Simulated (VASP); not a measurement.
**CaZnBr4: relaxation of cell and atoms with PBE**

Crystal: CaZnBr4.

```
Ca Zn Br
1.0
     0.00000    4.51888    4.51888
     4.51888    0.00000    4.51888
     4.51888    4.51888    0.00000
Ca Zn Br
1 1 4
Direct
  0.00000 0.00000 0.00000
  0.25000 0.25000 0.25000
  0.62537 0.12390 0.62537
  0.62537 0.62537 0.62537
  0.12390 0.62537 0.62537
  0.62537 0.62537 0.12390
```

| Quantity | Value |
| --- | --- |
| Program | VASP 6.6.1 |
| Task | relaxation of cell and atoms |
| Functional | PBE |
| Potentials or basis | VASP PAW PBE potentials, release 64 (Ca_sv, Zn, Br) |
| Cutoff | 600 eV |
| k mesh | 8 × 8 × 8 |
| Occupations | gaussian, width 0.1 eV |
| Spin | no spin polarisation |
| Dipole correction | no |
| Further INCAR settings | ALGO = Normal; EDIFF = 1e-06; IBRION = 2; EDIFFG = -0.01; NSW = 100; ISIF = 3 |

* Pressure after relaxing: 0.0 GPa
* Largest force after relaxing: 0.010 eV/Å
* Band gap on the k mesh: zero (band 25 reaches 1.68 eV, above the bottom of band 26 at 1.14 eV)

Forces in eV/Å, atoms in the order of the input:
```
Ca   0.000  0.000  0.000
Zn   0.000  0.000  0.000
Br   0.006 -0.006  0.006
Br  -0.006 -0.006 -0.006
Br  -0.006  0.006  0.006
Br   0.006  0.006 -0.006
```

Final structure:
```
CELL_PARAMETERS angstrom
0.00000 4.51888 4.51888
4.51888 0.00000 4.51888
4.51888 4.51888 0.00000
ATOMIC_POSITIONS crystal
Ca 0.00000 0.00000 0.00000
Zn 0.25000 0.25000 0.25000
Br 0.62537 0.12390 0.62537
Br 0.62537 0.62537 0.62537
Br 0.12390 0.62537 0.62537
Br 0.62537 0.62537 0.12390
```

Levels at points of the mesh, in eV from the Fermi level:
```tsv
k point	band 21	band 22	band 23	band 24	band 25	band 26	band 27	band 28	band 29	band 30
(0.00, 0.00, 0.00)	-0.46	-0.46	-0.46	0.29	0.29	0.29	2.05	2.05	2.05	2.70
(0.50, 0.00, 0.00)	-2.02	-2.02	-0.85	-0.45	0.18	0.18	1.84	2.31	2.31	2.50
(0.50, 0.50, 0.00)	-2.01	-2.01	-1.95	-0.40	0.06	0.06	2.04	2.13	2.13	2.52
```

Wall time 2.3 min on 1 thread of Intel(R) Xeon(R) 6975P-C (Granite Rapids), with other jobs on the host, peak memory 0.52 GiB.

Caveat: the relaxation stopped at its first step, so nothing moved.
